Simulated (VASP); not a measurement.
Wanted: the native input for a VASP 6.6.1 run.

```
Task                   : single point
Functional             : LDA
Potentials or basis    : VASP PAW LDA potentials, release 64 (Na_pv, I)
Cutoff                 : 400 eV
k mesh                 : 1 × 1 × 2
Occupations            : gaussian, width 0.01 eV
Spin                   : no spin polarisation
Dipole correction      : no
Further INCAR settings : ALGO = Normal; EDIFF = 1e-06; NBANDS = 38
```

The structure of NaI lies in POSCAR:

```
NaI
1.0
    0.0000000000      6.4728000000      6.4728000000
    6.4728000000      0.0000000000      6.4728000000
    3.2364000000      3.2364000000      0.0000000000
Na I
4 4
Direct
    0.0090267736     -0.0069514739     -0.0291470461
   -0.0134019281      0.5066597145     -0.0101826103
    0.5201456093     -0.0057815011     -0.0336841861
    0.5045465641      0.4894799778      0.0205271289
    0.2425600204      0.2468030064      0.5128465270
    0.2419384965      0.7515445402      0.5042165678
    0.7574514121      0.2489625046      0.4904608516
    0.7554915184      0.7539269713      0.4968123532
```

These files were run (other wordings do the same):

INCAR

```
SYSTEM = NaI
ALGO = Normal
EDIFF = 1E-6
ENCUT = 400
GGA_COMPAT = .False.
ISIF = 2
ISMEAR = 0
LASPH = .True.
LCHARG = .True.
LELF = .True.
LREAL = .False.
LVHAR = .True.
LWAVE = .False.
NBANDS = 38
NELM = 120
PREC = Accurate
SIGMA = 0.01
```

KPOINTS

```
k-points
0
Gamma
  1 1 2
  0 0 0
```

Potentials or basis: VASP PAW LDA potentials, release 64 (Na_pv, I).

The run is started by

```bash
$ cat potpaw_LDA.64/Na_pv/POTCAR potpaw_LDA.64/I/POTCAR > POTCAR
$ mpirun -np 1 vasp_std > vasp.out
```

Results of the run:

```
Pressure               : 0.8 GPa
Largest force          : 0.207 eV/Å
Band gap on the k mesh : 3.13 eV
```

Caveat: the k points lie up to 0.84 Å⁻¹ apart; spin-orbit coupling is left out, which moves the levels of the heavy elements.

It took 50 s on 1 thread of Intel Xeon 8259CL (shared host), peak memory 0.24 GiB.
